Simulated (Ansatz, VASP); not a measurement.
## One calculation of GaP, two programs

File INCAR:

```
PREC = Accurate
ENCUT = 520
EDIFF = 1E-6
ISMEAR = 0
SIGMA = 0.05
LREAL = False
LASPH = True
NELM = 100
ALGO = Normal
ISIF = 2
LWAVE = False
LCHARG = False
GGA = PE
NBANDS = 16
```

File KPOINTS:

```
regular mesh
0
Gamma
  10 10 10
```

POSCAR

```
GaP
1.0
    0.0000000000      2.7530800596      2.7530800596
    2.7530800596      0.0000000000      2.7530800596
    2.7530800596      2.7530800596      0.0000000000
Ga P
1 1
Direct
    0.0000000000      0.0000000000      0.0000000000
    0.7500000000      0.7500000000      0.7500000000
```

Input for Ansatz:

```yaml
crystal:
  lattice:
    - [0.0, 2.7530800644, 2.7530800644]
    - [2.7530800644, 0.0, 2.7530800644]
    - [2.7530800644, 2.7530800644, 0.0]
  atoms:
    - { symbol: Ga, position: [0.0, 0.0, 0.0] }
    - { symbol: P, position: [0.75, 0.75, 0.75] }
basis:
  ecutwfc: 420
  ecutrho_ratio: 4
kpoints:
  mp_grid: { grid: [10, 10, 10] }
hamiltonian:
  xc: pbe
scf:
  occupations: { method: gaussian, width: 0.05 }
output:
  forces: true
  stress: true
  eigenvalues: true
```

Alike in both runs: task single point; functional PBE; k mesh 10 × 10 × 10; occupations gaussian, width 0.05 eV; no spin polarisation.

```csv
,VASP,Ansatz
version,VASP 6.6.1,Ansatz 0.2.0
potentials or method,"VASP PAW PBE potentials, release 64 (Ga_d, P), cutoff 520 eV","scalar-relativistic, plane waves, PAW"
valence electrons in the cell,18,18
```

Ansatz gave:

```
gap on the k mesh at the Fermi level (eV) : 1.58
least direct gap on the mesh (eV)         : 1.58
pressure (GPa)                            : 0.0
```

Q: Which values does VASP return?

A: gap on the k mesh at the Fermi level (eV): 1.58; least direct gap on the mesh (eV): 1.58; pressure (GPa): -0.1.
